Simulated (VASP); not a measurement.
**Sn: single point with PBE**

The system is Sn.

```
Sn
1.0
     0.00000    3.23334    3.23334
     3.23334    0.00000    3.23334
     3.23334    3.23334    0.00000
Sn
2
Direct
  0.00000 0.00000 0.00000
  0.25000 0.25000 0.25000
```

| Item | Value |
| --- | --- |
| Program | VASP 6.6.1 |
| Task | single point |
| Functional | PBE |
| Potentials or basis | VASP PAW PBE potentials, release 64 (Sn_d) |
| Cutoff | 520 eV |
| k mesh | 12 × 12 × 12 |
| Occupations | gaussian, width 0.05 eV |
| Spin | no spin polarisation |

```yaml
Pressure: 3.7 GPa
Band_gap_on_the_k_mesh: zero (band 14 reaches 5.84 eV, above the bottom of band 15 at 5.77 eV)
```

Levels at points of the mesh, in eV from the Fermi level:
```csv
k point,band 11,band 12,band 13,band 14,band 15,band 16,band 17,band 18
"(0.00, 0.00, 0.00)",-10.69,-0.57,0.08,0.08,0.08,2.15,2.15,2.15
"(0.50, 0.00, 0.00)",-9.04,-6.35,-1.15,-1.15,0.00,3.23,3.23,5.63
"(0.50, 0.50, 0.00)",-7.56,-7.56,-2.51,-2.51,0.80,0.80,7.78,7.78
```

Wall time 91 s on 1 thread of Intel(R) Xeon(R) Platinum 8375C CPU @ 2.90GHz (Ice Lake) (shared host), peak memory 0.25 GiB.

Caveat: spin-orbit coupling is left out, which moves the levels of the heavy elements.
